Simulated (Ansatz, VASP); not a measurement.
# GaN: VASP beside Ansatz

File POSCAR:

```
GaN
1.0
    3.1800000000      0.0000000000      0.0000000000
   -1.5900000000      2.7539607840      0.0000000000
    0.0000000000      0.0000000000      5.1660000000
Ga N
2 2
Direct
    0.6666666667      0.3333333333      0.5000000000
    0.3333333333      0.6666666667      0.0000000000
    0.6666666667      0.3333333333      0.8750000000
    0.3333333333      0.6666666667      0.3750000000
```

The input INCAR.step1:

```
  PREC = Accurate
  ENCUT = 520
  EDIFF = 1E-5
  ISMEAR = -1
  SIGMA = 0.05
  LREAL = F
  LASPH = T
  NELM = 60
  ALGO = Normal
  ISIF = 2
  LWAVE = T
  LCHARG = F
  NBANDS = 26
  GGA = PE
```

Contents of INCAR.step2:

```
  PREC = Accurate
  ENCUT = 520
  EDIFF = 1E-7
  ISMEAR = -1
  SIGMA = 0.05
  LREAL = F
  LASPH = T
  NELM = 60
  ALGO = Normal
  ISIF = 2
  LWAVE = F
  LCHARG = F
  METAGGA = R2SCAN
  LHFCALC = T
  AEXX = 0.5
  LMIXTAU = T
  PRECFOCK = Normal
  NBANDS = 26
  ISTART = 1
```

KPOINTS

```
regular mesh
0
Gamma
  6 6 3
```

Contents of input.yaml:

```yaml
crystal:
  lattice:
    - [3.18, 0.0, 0.0]
    - [-1.59, 2.753960784, 0.0]
    - [0.0, 0.0, 5.166]
  atoms:
    - { symbol: Ga, position: [0.6666666667, 0.3333333333, 0.5] }
    - { symbol: Ga, position: [0.3333333333, 0.6666666667, 0.0] }
    - { symbol: "N", position: [0.6666666667, 0.3333333333, 0.875] }
    - { symbol: "N", position: [0.3333333333, 0.6666666667, 0.375] }
hamiltonian:
  xc: { exchange: r2scan, correlation: r2scan, exx: { coeff: 0.5 } }
  pseudopotentials: { kind: paw }
kpoints:
  mp_grid: { grid: [6, 6, 3] }
scf:
  occupations: { method: fermi_dirac, width: 0.05 }
output:
  forces: true
  stress: true
  eigenvalues: true
  write_density: true
  write_potential: true
  elf: true
  volumetric_format: npy
```

Alike in both runs: task single point; functional r2SCAN-based global hybrid with a share of 0.5 of exact exchange; k mesh 6 × 6 × 3; occupations fermi-dirac, width 0.05 eV; no spin polarisation.

|  | VASP | Ansatz |
| --- | --- | --- |
| version | VASP 6.6.1 | Ansatz 0.2.0 |
| potentials or method | VASP PAW PBE potentials, release 64 (Ga_d, N) | Ansatz PAW |
| plane-wave cutoff (eV) | 520 | 500 |
| valence electrons in the cell | 36 | 36 |

|  | VASP | Ansatz | Ansatz less VASP |
| --- | --- | --- | --- |
| gap on the k mesh at the Fermi level (eV) | 6.21 | 6.16 | -0.058 |
| least direct gap on the mesh (eV) | 6.21 | 6.16 | -0.058 |
| pressure (GPa) | -5.5 | -6.0 | -0.45 |
| traceless stress, the component that is largest in VASP (GPa) | 0.84 | 0.83 | -0.019 |
| rms of the force components (eV/Å) | 0.098 | 0.101 | +0.0024 |

VASP's potentials were made for PBE, not for r2SCAN-based global hybrid. Atom by atom the forces differ by 0.002 eV/Å (rms over components). The functional is the same, so the differences come from potentials, cutoffs and numerics.

Noted on Ansatz's run: odd divisions of the mesh miss points on the zone boundary, where band edges often lie, so the gap on the mesh can be too wide.
